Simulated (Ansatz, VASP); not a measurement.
## Sr: VASP beside Ansatz

```
Sr
1.0
     6.86060    0.00000    0.00000
    -3.43030    5.94146    0.00000
     0.00000    0.00000    4.11062
Sr
3
Direct
  0.00000 0.00000 0.00000
  0.33333 0.66667 0.50000
  0.66667 0.33333 0.50000
```

Alike in both runs: task single point; functional revPBE; k mesh 6 × 6 × 9; occupations fermi-dirac, width 0.1 eV; no spin polarisation.

```csv
,VASP,Ansatz
version,VASP 6.6.1,Ansatz 0.2.0
potentials or method,"VASP PAW PBE potentials, release 64 (Sr_sv), cutoff 520 eV","plane waves (420 eV) with PAW, scalar-relativistic"
valence electrons in the cell,30,30
```

|  | VASP | Ansatz | Ansatz less VASP |
| --- | --- | --- | --- |
| pressure (GPa) | 0.5 | 0.5 | -0.01 |
| traceless stress, the component that is largest in VASP (GPa) | -0.08 | -0.08 | +0.002 |

VASP's potentials were made for PBE, not for revPBE. The functional is the same, so the differences come from potentials, cutoffs and numerics.
